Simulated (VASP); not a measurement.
# Li3SeF (P6_3/mmc) in VASP: notebook, part 2 of 2

VASP 6.6.1. Earlier steps stand in the parts before.

## 3. Single point, PBE

This run uses another cell than the first one, of 13.25 Å³/atom.

File INCAR:

```
SYSTEM = Li3SeF
PREC = Accurate ; ENCUT = 520
EDIFF = 1E-7 ; ISMEAR = 0
SIGMA = 0.02 ; LREAL = .False.
LASPH = .True. ; NELM = 100
ALGO = Normal ; ISIF = 2
LWAVE = .False. ; LCHARG = .False.
GGA = PE ; NBANDS = 33
```

File KPOINTS:

```
regular mesh
0
Gamma
  6 6 6
  0 0 0
```

File POSCAR:

```
Li3SeF
1.0
    5.6140507539      0.0000000000      0.0000000000
   -2.8070253770      4.8619105710      0.0000000000
    0.0000000000      0.0000000000      4.8558298242
Li Se F
6 2 2
Direct
    0.8398174646      0.6796349293      0.7500000000
    0.3203650707      0.1601825354      0.7500000000
    0.8398174646      0.1601825354      0.7500000000
    0.1601825354      0.3203650707      0.2500000000
    0.6796349293      0.8398174646      0.2500000000
    0.1601825354      0.8398174646      0.2500000000
    0.3333333333      0.6666666667      0.7500000000
    0.6666666667      0.3333333333      0.2500000000
    0.0000000000      0.0000000000      0.0000000000
    0.0000000000      0.0000000000      0.5000000000
```

Potentials or basis: VASP PAW PBE potentials, release 64 (Li_sv, Se, F).

On the command line:

```bash
cat potpaw_PBE.64/Li_sv/POTCAR potpaw_PBE.64/Se/POTCAR potpaw_PBE.64/F/POTCAR > POTCAR
mpirun -np 1 vasp_std > vasp.out
```

OUTCAR:

```text
SYSTEM = Li3SeF
   PREC = Accurate
   ENCUT = 520
   EDIFF = 1E-7
   ISMEAR = 0
   LREAL = .False.
   LASPH = .True.
   NELM = 100
   ISIF = 2
   GGA = PE

 ion  position               nearest neighbor table
   1  0.840  0.680  0.750-   9 1.97  10 1.97
   2  0.320  0.160  0.750-   9 1.97  10 1.97
   3  0.840  0.160  0.750-   9 1.97  10 1.97
   4  0.160  0.320  0.250-   9 1.97  10 1.97
   5  0.680  0.840  0.250-   9 1.97  10 1.97
   6  0.160  0.840  0.250-   9 1.97  10 1.97
[... 1088 lines left out ...]
  in kB       -1.1757270     -1.1757270     -0.7748044      0.0000000      0.0000000      0.0000000
  external PRESSURE =      -1.0420861 kB  Pullay stress =       0.0000000 kB

 VOLUME and BASIS-vectors are now :
 -----------------------------------------------------------------------------
  energy-cutoff  :      520.00
  volume of cell :      132.54
      direct lattice vectors                 reciprocal lattice vectors
     5.614050754  0.000000000  0.000000000     0.178124503  0.102840230  0.000000000
    -2.807025377  4.861910571  0.000000000     0.000000000  0.205680459  0.000000000
     0.000000000  0.000000000  4.855829824     0.000000000  0.000000000  0.205938024

 POSITION                                       TOTAL-FORCE (eV/Angst)
 -----------------------------------------------------------------------------------
      2.80703      3.30432      3.64187         0.000000     -0.007685     -0.000000
      1.34891      0.77879      3.64187         0.006656      0.003843      0.000000
      4.26514      0.77879      3.64187        -0.006656      0.003843      0.000000
      0.00000      1.55759      1.21396        -0.000000      0.007685      0.000000
      1.45812      4.08312      1.21396        -0.006656     -0.003843      0.000000
     -1.45812      4.08312      1.21396         0.006656     -0.003843      0.000000
     -0.00000      3.24127      3.64187        -0.000000      0.000000      0.000000
      2.80703      1.62064      1.21396         0.000000      0.000000      0.000000
      0.00000      0.00000      0.00000         0.000000      0.000000      0.000000
      0.00000      0.00000      2.42791         0.000000      0.000000      0.000000
 -----------------------------------------------------------------------------------
    total drift:                               -0.000001      0.000000     -0.000000

  FREE ENERGIE OF THE ION-ELECTRON SYSTEM (eV)
  ---------------------------------------------------
  free  energy   TOTEN  =       -40.5419462310 eV

  energy  without entropy=      -40.5419462310  energy(sigma->0) =      -40.54194623
```

stdout:

```text
POSCAR found type information on POSCAR LiSeF
 POSCAR found :  3 types and      10 ions
 scaLAPACK will be used
 LDA part: xc-table for (Slater+PW92), standard interpolation
 POSCAR, INCAR and KPOINTS ok, starting setup
 FFT: planning ... GRIDC
 FFT: planning ... GRID_SOFT
 FFT: planning ... GRID
 WAVECAR not read
 entering main loop
```

Run time: 2.5 min. Hardware: 1 thread of Intel Xeon Platinum 8259CL at 2.50GHz (Skylake/Cascade Lake), shared host; peak memory 0.29 GiB.

Results:

```
Free energy            : -40.5419 eV
Largest force          : 0.008 eV/Å
Band gap on the k mesh : 3.02 eV
```

Forces on the atoms (eV/Å):
```
Li   0.000 -0.008  0.000
Li   0.007  0.004  0.000
Li  -0.007  0.004  0.000
Li   0.000  0.008  0.000
Li  -0.007 -0.004  0.000
Li   0.007 -0.004  0.000
Se   0.000  0.000  0.000
Se   0.000  0.000  0.000
F    0.000  0.000  0.000
F    0.000  0.000  0.000
```

Levels at points of the mesh, in eV from the valence-band top:
```
           k point  band 20  band 21  band 22  band 23  band 24  band 25
(0.00, 0.00, 0.00)    -0.47    -0.47     0.00     3.02     3.14     6.26
(0.50, 0.00, 0.00)    -0.85    -0.80    -0.45     3.39     3.90     5.51
(0.00, 0.00, 0.50)    -1.43    -1.43    -1.43     6.02     6.02     6.02
(0.50, 0.00, 0.50)    -1.29    -0.35    -0.35     5.00     5.00     6.24
```

Caveat: the cutoff is under 1.25 times the usual one of these potentials, so pressure, stress and relaxed cells hold a basis-set (Pulay) error. A k mesh can miss the band edges.
